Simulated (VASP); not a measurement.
# SnO (P4/nmm) in VASP: a series of runs

Aim: see how the results for SnO move with the level of theory and the settings. Levels: PBEsol, LDA, PBE exchange alone. Tasks: single point.

All numbers are computed with VASP 6.6.1; they aren't measurements. Logs are shortened: lines on timing, memory, paths and dates and some standing lists are left out, and cuts for length are marked.

### 1 The cell of the first run

Symmetry: P4/nmm, No. 129, tetragonal system. Conventional cell: a = 3.814 Å, b = 3.814 Å, c = 4.887 Å, α = 90.00°, β = 90.00°, γ = 90.00°. Sn (site symmetry 4mm) has 4 O at 2.23 Å within 2.9 Å. Within 2.9 Å of O (site symmetry -4m2) lie 4 Sn at 2.23 Å and 4 O at 2.70 Å.

### 2 Single point, PBEsol

The input, INCAR:

```
SYSTEM = SnO
ALGO = Normal
EDIFF = 1E-6
ENCUT = 520
GGA = PS
ISIF = 2
ISMEAR = -1
LASPH = .True.
LCHARG = .True.
LELF = .True.
LREAL = .False.
LVHAR = .True.
LWAVE = .False.
NBANDS = 28
NELM = 60
PREC = Accurate
SIGMA = 0.03
```

The input, KPOINTS:

```
k-points
0
Gamma
  4 4 4
  0 0 0
```

The input, POSCAR:

```
SnO
1.0
    3.8136952200      0.0000000000      0.0000000000
    0.0000000000      3.8136952200      0.0000000000
    0.0000000000      0.0000000000      4.8869133000
Sn O
2 2
Direct
    0.5000000000      0.0000000000      0.7646261400
    0.0000000000      0.5000000000      0.2353738600
    0.0000000000      0.0000000000      0.0000000000
    0.5000000000      0.5000000000      0.0000000000
```

Potentials or basis: VASP PAW PBE potentials, release 64 (Sn_d, O).

Started as:

```
$ cat potpaw_PBE.64/Sn_d/POTCAR potpaw_PBE.64/O/POTCAR > POTCAR
$ mpirun -np 1 vasp_std > vasp.out
```

OUTCAR:

```text
SYSTEM = SnO
   EDIFF = 1E-6
   ENCUT = 520
   GGA = PS
   ISIF = 2
   ISMEAR = -1
   LASPH = .True.
   LREAL = .False.
   NELM = 60
   PREC = Accurate

 ion  position               nearest neighbor table
   1  0.500  0.000  0.765-   3 2.23   4 2.23   4 2.23   3 2.23   2 3.54   2 3.54   2 3.54   2 3.54
                             2 3.74   2 3.74   2 3.74   2 3.74
   2  0.000  0.500  0.235-   3 2.23   4 2.23   3 2.23   4 2.23   1 3.54   1 3.54   1 3.54   1 3.54
                             1 3.74   1 3.74   1 3.74   1 3.74
   3  0.000  0.000  0.000-   1 2.23   2 2.23   2 2.23   1 2.23
   4  0.500  0.500  0.000-   1 2.23   2 2.23   1 2.23   2 2.23

  LATTYP: Found a simple tetragonal cell.
 ALAT       =     3.8136952200
 C/A-ratio  =     1.2814116016

  Lattice vectors:

 A1 = (   3.8136952200,   0.0000000000,   0.0000000000)
 A2 = (   0.0000000000,   3.8136952200,   0.0000000000)
 A3 = (   0.0000000000,   0.0000000000,   4.8869133000)

Analysis of symmetry for initial positions (statically):
=====================================================================
 Subroutine PRICEL returns:
 Original cell was already a primitive cell.

 Routine SETGRP: Setting up the symmetry group for a
 simple tetragonal supercell.

 Subroutine GETGRP returns: Found 16 space group operations
 (whereof  8 operations were pure point group operations)
 out of a pool of 16 trial point group operations.

The static configuration has the point symmetry D_2d.
 The point group associated with its full space group is D_4h.

Analysis of symmetry for dynamics (positions and initial velocities):
=====================================================================
 Subroutine PRICEL returns:
 Original cell was already a primitive cell.

 Routine SETGRP: Setting up the symmetry group for a
 simple tetragonal supercell.

 Subroutine GETGRP returns: Found 16 space group operations
 (whereof  8 operations were pure point group operations)
 out of a pool of 16 trial point group operations.

The dynamic configuration has the point symmetry D_2d.
 The point group associated with its full space group is D_4h.

 Subroutine INISYM returns: Found 16 space group operations
 (whereof  8 operations are pure point group operations),
 and found     1 'primitive' translations

----------------------------------------------------------------------------------------

                                     Primitive cell

  volume of cell :      71.0766

  direct lattice vectors                    reciprocal lattice vectors
     3.813695220  0.000000000  0.000000000     0.262212878  0.000000000  0.000000000
     0.000000000  3.813695220  0.000000000     0.000000000  0.262212878  0.000000000
     0.000000000  0.000000000  4.886913300     0.000000000  0.000000000  0.204628144

  length of vectors
     3.813695220  3.813695220  4.886913300     0.262212878  0.262212878  0.204628144

  position of ions in fractional coordinates (direct lattice)
     0.500000000  0.000000000  0.764626140
     0.000000000  0.500000000  0.235373860
     0.000000000  0.000000000  0.000000000
     0.500000000  0.500000000  0.000000000

  ion indices of the primitive-cell ions
   primitive index   ion index
                 1           1
                 2           2
                 3           3
                 4           4

----------------------------------------------------------------------------------------

 KPOINTS: k-points

Automatic generation of k-mesh.
 Grid dimensions read from file:
 generate k-points for:    4    4    4

 Generating k-lattice:

  Cartesian coordinates                     Fractional coordinates (reciprocal lattice)
     0.065553220  0.000000000  0.000000000     0.250000000  0.000000000  0.000000000
     0.000000000  0.065553220  0.000000000     0.000000000  0.250000000  0.000000000
     0.000000000  0.000000000  0.051157036     0.000000000  0.000000000  0.250000000

  Length of vectors
     0.065553220  0.065553220  0.051157036

  Shift w.r.t. Gamma in fractional coordinates (k-lattice)
     0.000000000  0.000000000  0.000000000

 Subroutine IBZKPT returns following result:
 ===========================================

 Found     18 irreducible k-points:

 Following reciprocal coordinates:
            Coordinates               Weight
  0.000000  0.000000  0.000000      1.000000
  0.250000  0.000000  0.000000      4.000000
  0.500000  0.000000  0.000000      2.000000
  0.250000  0.250000  0.000000      4.000000
  0.500000  0.250000  0.000000      4.000000
  0.500000  0.500000  0.000000      1.000000
[... 10 lines left out ...]
  0.500000  0.250000  0.500000      4.000000
  0.500000  0.500000  0.500000      1.000000
   k-points           NKPTS =     18   k-points in BZ     NKDIM =     18   number of bands    NBANDS=     28
   number of dos      NEDOS =    301   number of ions     NIONS =      4
   total plane-waves  NPLWV =  28224
   dimension x,y,z NGX =    28 NGY =   28 NGZ =   36
   dimension x,y,z NGXF=    56 NGYF=   56 NGZF=   72
   ions per type =               2   2
   NGX,Y,Z   is equivalent  to a cutoff of  12.21, 12.21, 12.25 a.u.
   NGXF,Y,Z  is equivalent  to a cutoff of  24.41, 24.41, 24.49 a.u.
 SYSTEM =  SnO
   PREC   = accura    normal or accurate (medium, high low for compatibility)
   ISTART =      0    job   : 0-new  1-cont  2-samecut
   ICHARG =      2    charge: 1-file 2-atom 10-const
   ISPIN  =      1    spin polarized calculation?
   LNONCOLLINEAR =      F non collinear calculations
   LSORBIT =      F    spin-orbit coupling
   LASPH  =      T    aspherical Exc in radial PAW
   ENCUT  =  520.0 eV  38.22 Ry    6.18 a.u.   7.09  7.09  9.09*2*pi/ulx,y,z
   NELM   =     60;   NELMIN=  2; NELMDL= -5     # of ELM steps
   EDIFF  = 0.1E-05   stopping-criterion for ELM
   LREAL  =      F    real-space projection
   EDIFFG = 0.1E-04   stopping-criterion for IOM
   NSW    =      0    number of steps for IOM
   IBRION =     -1    ionic relax: 0-MD 1-quasi-New 2-CG
   NFREE  =      0    steps in history (QN), initial steepest desc. (CG)
   ISIF   =      2    stress and relaxation
   ISYM   =      2    0-nonsym 1-usesym 2-fastsym
   POTIM  = 0.5000    time-step for ionic-motion
   TEBEG  =    0.0;   TEEND  =   0.0 temperature during run
   PSTRESS=    0.0 pullay stress
   NELECT =      40.0000    total number of electrons
   NUPDOWN=      -1.0000    fix difference up-down
   EMIN   =  10.00;   EMAX   =-10.00  energy-range for DOS
   EFERMI =   0.00;   METHOD = LEGACY
   ISMEAR =    -1;   SIGMA  =   0.03  broadening in eV -4-tet -1-fermi 0-gaus
   EFERMI_NEDOS =   21; number of points for ismear=-14 and -15
   IALGO  =     38    algorithm
   IMIX   =      4    mixing-type and parameters
     AMIX     =   0.40;   BMIX     =  1.00
     AMIX_MAG =   1.60;   BMIX_MAG =  1.00
  volume/ion in A,a.u.               =      17.77       119.91
  Fermi-wavevector in a.u.,A,eV,Ry     =   1.351614  2.554180 24.855939  1.826860
  Thomas-Fermi vector in A             =   2.479021
   LORBIT       =      0    0 simple, 1 ext, 2 COOP (PROOUT), +10 PAW based schemes
   GGA     = PS    functional components
   LHFCALC =     F    Hartree Fock is set to
   AEXX    =    0.0000 exact exchange contribution
   IVDW    =     0    specifies the selected vdW correction
   LEPSILON=     F    determine dielectric tensor
   LRPA    =     F    only Hartree local field effects (RPA)
 non-spin polarized calculation
  energy-cutoff  :      520.00
  volume of cell :       71.08
 maximum number of plane-waves:      1936
   NGX = 15   NGY = 15   NGZ = 19

 number of electron      39.9999978 magnetization

 Free energy of the ion-electron system (eV)
  ---------------------------------------------------
  ext. energy  EPLUGINS =         0.00000000
  ---------------------------------------------------
  free energy    TOTEN  =       -24.19747389 eV

  energy without entropy =      -24.19668175  energy(sigma->0) =      -24.19707782

 E-fermi :   6.8772     XC(G=0): -10.4012

 val. band max:        6.8188837995   @ k =   0.0000   0.0000   0.0000
 cond. band min:       6.9584349917   @ k =   0.5000   0.5000   0.0000
 fundamental gap:      0.1395511922
 Fermi energy:         6.8772261662

 k-point     1 :       0.0000    0.0000    0.0000
  band No.  band energies     occupation
      1     -15.0451      2.00000
      2     -14.6023      2.00000
      3     -14.6023      2.00000
      4     -14.6001      2.00000
      5     -14.5542      2.00000
      6     -14.5483      2.00000
[... 20 lines left out ...]
     27      13.5805      0.00000
     28      13.9793      0.00000

 k-point     2 :       0.2500    0.0000    0.0000
  band No.  band energies     occupation
      1     -15.0137      2.00000
      2     -14.7026      2.00000
      3     -14.5895      2.00000
      4     -14.5895      2.00000
      5     -14.5667      2.00000
      6     -14.5601      2.00000
[... 20 lines left out ...]
     27      14.0785      0.00000
     28      17.1607      0.00000

 k-point     3 :       0.5000    0.0000    0.0000
  band No.  band energies     occupation
      1     -14.9149      2.00000
      2     -14.9149      2.00000
      3     -14.5700      2.00000
      4     -14.5700      2.00000
      5     -14.5635      2.00000
      6     -14.5635      2.00000
[... 20 lines left out ...]
     27      15.3035      0.00000
     28      15.3035      0.00000

 k-point     4 :       0.2500    0.2500    0.0000
  band No.  band energies     occupation
      1     -15.0018      2.00000
      2     -14.8091      2.00000
      3     -14.5952      2.00000
      4     -14.5686      2.00000
      5     -14.5619      2.00000
      6     -14.5601      2.00000
[... 392 lines left out ...]
     27      16.5417      0.00000
     28      17.0680      0.00000

 k-point    17 :       0.5000    0.2500    0.5000
  band No.  band energies     occupation
      1     -14.9436      2.00000
      2     -14.9436      2.00000
      3     -14.5798      2.00000
      4     -14.5798      2.00000
      5     -14.5489      2.00000
      6     -14.5489      2.00000
[... 20 lines left out ...]
     27      16.7134      0.00000
     28      16.7134      0.00000

 k-point    18 :       0.5000    0.5000    0.5000
  band No.  band energies     occupation
      1     -14.9651      2.00000
      2     -14.9651      2.00000
      3     -14.5650      2.00000
      4     -14.5650      2.00000
      5     -14.5355      2.00000
      6     -14.5355      2.00000
[... 20 lines left out ...]
     27      16.7216      0.00000
     28      16.7216      0.00000

------------------------ aborting loop because EDIFF is reached ----------------------------------------

  FORCE on cell =-STRESS in cart. coord.  units (eV):
  Direction    XX          YY          ZZ          XY          YZ          ZX
  --------------------------------------------------------------------------------------
  -------------------------------------------------------------------------------------
  Total       -0.1043448     -0.1043448     -0.1389211      0.0000000      0.0000000      0.0000000
  in kB       -2.3520944     -2.3520944     -3.1314991      0.0000000      0.0000000      0.0000000
  external PRESSURE =      -2.6118960 kB  Pullay stress =       0.0000000 kB

 VOLUME and BASIS-vectors are now :
 -----------------------------------------------------------------------------
  energy-cutoff  :      520.00
  volume of cell :       71.08
      direct lattice vectors                 reciprocal lattice vectors
     3.813695220  0.000000000  0.000000000     0.262212878  0.000000000  0.000000000
     0.000000000  3.813695220  0.000000000     0.000000000  0.262212878  0.000000000
     0.000000000  0.000000000  4.886913300     0.000000000  0.000000000  0.204628144

 POSITION                                       TOTAL-FORCE (eV/Angst)
 -----------------------------------------------------------------------------------
      1.90685      0.00000      3.73666         0.000000      0.000000     -0.173105
      0.00000      1.90685      1.15025        -0.000000      0.000000      0.173105
      0.00000      0.00000      0.00000        -0.000000     -0.000000      0.000000
      1.90685      1.90685      0.00000        -0.000000      0.000000      0.000000
 -----------------------------------------------------------------------------------
    total drift:                                0.000000      0.000000      0.000000

  FREE ENERGIE OF THE ION-ELECTRON SYSTEM (eV)
  ---------------------------------------------------
  free  energy   TOTEN  =       -24.1974738935 eV

  energy  without entropy=      -24.1966817508  energy(sigma->0) =      -24.19707782
```

Run time: 48 s. Hardware: 1 thread of Intel Xeon Platinum 8259CL at 2.50GHz (Skylake/Cascade Lake), shared host; peak memory 0.18 GiB.

Results:

* Free energy: -24.1975 eV
* Pressure: -0.3 GPa
* Largest force: 0.173 eV/Å
* Band gap on the k mesh: 0.14 eV, indirect (least direct gap 1.98 eV)

Forces in eV/Å, atoms in the order of the input:
```
Sn   0.000  0.000 -0.173
Sn   0.000  0.000  0.173
O    0.000  0.000  0.000
O    0.000  0.000  0.000
```

Levels at points of the mesh, in eV from the valence-band top:
| k point | band 17 | band 18 | band 19 | band 20 | band 21 | band 22 | band 23 | band 24 |
| --- | --- | --- | --- | --- | --- | --- | --- | --- |
| (0.00, 0.00, 0.00) | -3.45 | -3.15 | -3.15 | 0.00 | 1.99 | 4.18 | 4.75 | 4.75 |
| (0.50, 0.00, 0.00) | -4.84 | -4.84 | -2.64 | -2.64 | 3.12 | 3.12 | 5.86 | 5.86 |
| (0.50, 0.50, 0.00) | -2.48 | -2.48 | -1.84 | -1.84 | 0.14 | 0.14 | 4.39 | 4.39 |
| (0.00, 0.00, 0.50) | -3.20 | -3.17 | -3.17 | -2.17 | 1.58 | 3.01 | 3.01 | 3.67 |
| (0.50, 0.00, 0.50) | -4.80 | -4.80 | -1.69 | -1.69 | 2.52 | 2.52 | 5.45 | 5.45 |
| (0.50, 0.50, 0.50) | -2.61 | -2.61 | -2.48 | -2.48 | 2.39 | 2.39 | 3.92 | 3.92 |

Caveat: the PAW data sets were made with another functional, which shifts forces and pressure a little; spin-orbit coupling is left out, which moves the levels of the heavy elements. A k mesh can miss the band edges.

(Part 1 of 3 ends here.)
